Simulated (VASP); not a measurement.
A run of VASP 6.6.1:

The input POSCAR:

```
CdSe
1.0
    4.3000000000      0.0000000000      0.0000000000
   -2.1500000000      3.7239092363      0.0000000000
    0.0000000000      0.0000000000      7.0200000000
Cd Se
2 2
Direct
    0.6666666667      0.3333333333      0.5000000000
    0.3333333333      0.6666666667      0.0000000000
    0.6666666667      0.3333333333      0.8850000000
    0.3333333333      0.6666666667      0.3850000000
```

Contents of INCAR.step1:

```
SYSTEM = CdSe
PREC = Accurate
ENCUT = 520
EDIFF = 1E-5
ISMEAR = -1
SIGMA = 0.05
LREAL = .FALSE.
LASPH = .TRUE.
NELM = 100
ALGO = Normal
ISIF = 2
LWAVE = .TRUE.
LCHARG = .FALSE.
GGA = PE
NBANDS = 26
```

Contents of INCAR.step2:

```
SYSTEM = CdSe
PREC = Accurate
ENCUT = 520
EDIFF = 1E-7
ISMEAR = -1
SIGMA = 0.05
LREAL = .FALSE.
LASPH = .TRUE.
NELM = 100
ALGO = Normal
ISIF = 2
LWAVE = .FALSE.
LCHARG = .FALSE.
GGA = PS
LHFCALC = .TRUE.
AEXX = 0.25
PRECFOCK = Normal
ISTART = 1
NBANDS = 26
```

File KPOINTS:

```
Automatic mesh
0
G
  4 4 2
  0 0 0
```

Potentials or basis: VASP PAW PBE potentials, release 64 (Cd, Se).

The run is started by

```console
$ cat potpaw_PBE.64/Cd/POTCAR potpaw_PBE.64/Se/POTCAR > POTCAR
$ cp INCAR.step1 INCAR
$ mpirun -np 1 vasp_std > vasp.out
$ cp INCAR.step2 INCAR
$ mpirun -np 1 vasp_std > vasp.out
```

Hardware: 1 thread of Intel(R) Xeon(R) 6975P-C (Granite Rapids) (shared host).

Question: How long does it take, and how much memory?

Answer: Wall time 9.7 min on 1 thread of Intel(R) Xeon(R) 6975P-C (Granite Rapids), with other jobs on the host, peak memory 0.25 GiB. Counts: k points 8.
